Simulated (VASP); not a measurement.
Here is a VASP 6.6.1 calculation.

POSCAR

```
Al2Pt
1.0
    0.0000000000      3.0129558903      3.0129558903
    3.0129558903      0.0000000000      3.0129558903
    3.0129558903      3.0129558903      0.0000000000
Pt Al
1 2
Direct
    0.0000000000      0.0000000000      0.0000000000
    0.7500000000      0.7500000000      0.7500000000
    0.2500000000      0.2500000000      0.2500000000
```

File INCAR.step1:

```
SYSTEM = Al2Pt
  ALGO = Normal
  EDIFF = 1E-4
  ENCUT = 520
  GGA = PE
  ISMEAR = -1
  LASPH = .True.
  LCHARG = .False.
  LREAL = .False.
  LWAVE = .True.
  NBANDS = 15
  NELM = 100
  PREC = Accurate
  SIGMA = 0.05
```

INCAR.step2

```
SYSTEM = Al2Pt
  ALGO = Normal
  EDIFF = 1E-7
  ENCUT = 520
  ISIF = 2
  ISMEAR = -1
  ISTART = 1
  LASPH = .True.
  LCHARG = .True.
  LELF = .True.
  LMIXTAU = .True.
  LREAL = .False.
  LVHAR = .True.
  LWAVE = .False.
  METAGGA = R2SCAN
  NBANDS = 15
  NELM = 100
  PREC = Accurate
  SIGMA = 0.05
```

The input KPOINTS:

```
k-points
0
Gamma
  8 8 8
  0 0 0
```

Potentials or basis: VASP PAW PBE potentials, release 64 (Pt, Al).

Command:

```bash
$ cat potpaw_PBE.64/Pt/POTCAR potpaw_PBE.64/Al/POTCAR > POTCAR
$ cp INCAR.step1 INCAR
$ mpirun -np 1 vasp_std > vasp.out
$ cp INCAR.step2 INCAR
$ mpirun -np 1 vasp_std > vasp.out
```

Problem. What does it give for the pressure?

Solution. -7.8 GPa.

Problem. Predict the band gap on the k mesh.

Solution. Zero (band 8 reaches 11.04 eV, above the bottom of band 9 at 5.52 eV).

Caveat: the PAW data sets were made with another functional, which shifts forces and pressure a little; spin-orbit coupling is left out, which moves the levels of the heavy elements.
